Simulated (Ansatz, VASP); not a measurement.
Pd: VASP beside Ansatz

INCAR

```
ALGO = Fast ; EDIFF = 1E-7
ENCUT = 520 ; GGA = PS
ISIF = 2 ; ISMEAR = 0
LASPH = True ; LCHARG = False
LREAL = False ; LWAVE = False
NBANDS = 11 ; NELM = 100
PREC = Accurate ; SIGMA = 0.15
```

The input KPOINTS:

```
k-points
0
Gamma
  20 20 20
```

The input POSCAR:

```
Pd
1.0
    0.0000000000      2.0226960000      2.1004920000
    2.0226960000      0.0000000000      2.1004920000
    2.0226960000      2.0226960000      0.0000000000
Pd
1
Direct
    0.0000000000      0.0000000000      0.0000000000
```

Input for Ansatz:

```yaml
crystal:
  lattice:
    - [0.0, 2.022696, 2.100492]
    - [2.022696, 0.0, 2.100492]
    - [2.022696, 2.022696, 0.0]
  atoms:
    - { symbol: Pd, position: [0.0, 0.0, 0.0] }
basis:
  ecutwfc: 420
kpoints:
  mp_grid: { grid: [20, 20, 20] }
hamiltonian:
  xc: pbesol
scf:
  occupations: { method: gaussian, width: 0.15 }
output:
  forces: true
  stress: true
  eigenvalues: true
```

Change from the starting cell: strain +0.040 along x and y, +0.080 along z, atoms carried along.

Alike in both runs: task single point; functional PBEsol; k mesh 20 × 20 × 20; occupations gaussian, width 0.15 eV; no spin polarisation.

|  | VASP | Ansatz |
| --- | --- | --- |
| version | VASP 6.6.1 | Ansatz 0.2.0 |
| potentials or method | VASP PAW PBE potentials, release 64 (Pd), cutoff 520 eV | scalar-relativistic, plane waves, PAW |
| valence electrons in the cell | 10 | 18 |

|  | VASP | Ansatz | Ansatz less VASP |
| --- | --- | --- | --- |
| gap on the k mesh at the Fermi level (eV) | none | none | - |
| pressure (GPa) | -21.5 | -21.3 | +0.12 |
| traceless stress, the component that is largest in VASP (GPa) | -0.80 | -0.80 | -0.007 |

VASP's potentials were made for PBE, not for PBEsol. A gap of «none» marks a metal or a gap that the smearing closes. The functional is the same, so the differences come from potentials, cutoffs and numerics. VASP's potentials hold 10 valence electrons a cell and Ansatz's 18, so a difference there can come from the potentials and not from the codes.
